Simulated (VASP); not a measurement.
Write the native input for VASP 6.6.1 that does the following.

* Task: single point
* Functional: PBE
* Dispersion: D3(BJ)
* Potentials or basis: VASP PAW PBE potentials, release 64 (Ba_sv)
* Cutoff: 520 eV
* k mesh: 1 × 1 × 1
* Occupations: fermi-dirac, width 0.05 eV
* Spin: no spin polarisation
* Dipole correction: no
* Further INCAR settings: LREAL = Auto; ALGO = Normal; EDIFF = 1e-06; NBANDS = 154

The structure of Ba lies in POSCAR:

```
Ba
1.0
   15.0600000000      0.0000000000      0.0000000000
    0.0000000000     15.0600000000      0.0000000000
    0.0000000000      0.0000000000     17.0200000000
Ba
27
Direct
    0.0000000000      0.0000000000      0.0587544066
    0.3333333333      0.0000000000      0.0587544066
    0.6666666667      0.0000000000      0.0587544066
    0.0000000000      0.3333333333      0.0587544066
    0.3333333333      0.3333333333      0.0587544066
    0.6666666667      0.3333333333      0.0587544066
    0.0000000000      0.6666666667      0.0587544066
    0.3333333333      0.6666666667      0.0587544066
    0.6666666667      0.6666666667      0.0587544066
    0.1719189907      0.1773705179      0.2212455934
    0.4983067729      0.1626228420      0.2150940071
    0.8293625498      0.1580942895      0.2198707403
    0.1586387782      0.5031938911      0.1975734430
    0.4877490040      0.4774169987      0.2044300823
    0.8199734396      0.5023705179      0.2064277321
    0.1597808765      0.8140504648      0.2001351351
    0.5016334661      0.8381872510      0.2061515864
    0.8169389110      0.8102390438      0.2261633373
    0.0060690571     -0.0267197875      0.3577614571
    0.3033067729     -0.0467529880      0.3572561692
    0.6513612218     -0.0044156707      0.3756286722
   -0.0221181939      0.3507768924      0.3477379553
    0.3087649402      0.3753585657      0.3828965922
    0.6538911023      0.3435258964      0.3692303173
    0.0165471448      0.6537317397      0.3696415981
    0.3267065073      0.6621447543      0.3489952996
    0.6112682603      0.6489110226      0.3714336075
```

These files were run (other wordings do the same):

INCAR

```
SYSTEM = Ba
ALGO     = Normal         ! electronic algorithm
EDIFF    = 1E-6           ! SCF threshold, eV
ENCUT    = 520            ! plane-wave cutoff, eV
GGA      = PE             ! functional
ISIF     = 2              ! what is computed and relaxed
ISMEAR   = -1             ! smearing method
IVDW     = 12             ! dispersion correction
LASPH    = .True.         ! aspherical terms in the spheres
LCHARG   = .False.        ! write CHGCAR
LREAL    = Auto         
LWAVE    = .False.        ! write WAVECAR
NBANDS   = 154            ! bands
NELM     = 60             ! most SCF steps
PREC     = Accurate       ! precision mode
SIGMA    = 0.05           ! smearing width, eV
```

KPOINTS

```
k-points
0
Gamma
  1 1 1
  0 0 0
```

Potentials or basis: VASP PAW PBE potentials, release 64 (Ba_sv).

Command:

```bash
$ cat potpaw_PBE.64/Ba_sv/POTCAR > POTCAR
$ mpirun -np 1 vasp_gam > vasp.out
```

Results of the run:

```yaml
Largest_force: 0.391 eV/Å
Dispersion_energy_per_atom: -0.118 eV
```

Caveat: the k points lie up to 0.42 Å⁻¹ apart.

Wall time 22 min on 1 thread of Intel(R) Xeon(R) Platinum 8259CL CPU @ 2.50GHz (Skylake/Cascade Lake) (shared host), peak memory 2.4 GiB.
